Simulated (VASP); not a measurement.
Input of a VASP 6.6.1 run:

File INCAR:

```
SYSTEM = SiB4Mo
  PREC = Accurate
  ENCUT = 520
  EDIFF = 1E-6
  ISMEAR = 0
  SIGMA = 0.1
  LREAL = .FALSE.
  LASPH = .TRUE.
  NELM = 100
  ALGO = Normal
  ISIF = 2
  LWAVE = .FALSE.
  LCHARG = .FALSE.
  GGA = PE
  NBANDS = 24
```

File KPOINTS:

```
regular mesh
0
G
  6 6 6
  0 0 0
```

POSCAR

```
SiB4Mo
1.0
    2.0958713854     -4.0151400772      0.0000000000
    2.0958713854      4.0151400772      0.0000000000
    0.0000000000      0.0000000000      3.0192626212
Si B Mo
1 4 1
Direct
    0.0000000000      0.0000000000      0.5000000000
    0.1912750215      0.8087249785      0.0000000000
    0.8087249785      0.1912750215      0.0000000000
    0.0000000000      0.5000000000      0.5000000000
    0.5000000000      0.0000000000      0.5000000000
    0.5000000000      0.5000000000      0.0000000000
```

Potentials or basis: VASP PAW PBE potentials, release 64 (Si, B, Mo_sv).

The run is started by

```bash
$ cat potpaw_PBE.64/Si/POTCAR potpaw_PBE.64/B/POTCAR potpaw_PBE.64/Mo_sv/POTCAR > POTCAR
$ mpirun -np 1 vasp_std > vasp.out
```

(1) Predict the largest force.

(2) What does it give for the band gap on the k mesh?

(3) What does it give for the pressure?

Answers

(1) 0.005 eV/Å.

(2) zero (bands 15 and 16 overlap by 2.24 eV).

(3) 0.0 GPa.
